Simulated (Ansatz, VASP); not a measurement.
## One calculation of Y, two programs

```
CELL_PARAMETERS angstrom
3.65150 0.00000 0.00000
-1.82575 3.16229 0.00000
0.00000 0.00000 5.74740
ATOMIC_POSITIONS crystal
Y 0.33333 0.66667 0.25000
Y 0.66667 0.33333 0.75000
```

Alike in both runs: task electric field gradients; functional PBE; k mesh 12 × 12 × 7; occupations fermi-dirac, width 0.08 eV; no spin polarisation.

|  | VASP | Ansatz |
| --- | --- | --- |
| version | VASP 6.6.1 | Ansatz 0.2.0 |
| potentials or method | VASP PAW PBE potentials, release 64 (Y_sv) | PAW with Ansatz's default frozen-core files, scalar-relativistic |
| plane-wave cutoff (eV) | 520 | 420 |
| valence electrons in the cell | 22 | 22 |

```tsv
	VASP	Ansatz	Ansatz less VASP
pressure (GPa)	-0.4	-0.3	+0.11
traceless stress, the component that is largest in VASP (GPa)	-0.36	-0.36	-0.003
size of Vzz on the site where it differs most (V/Å²)	25.7	27.1	+1.43
```
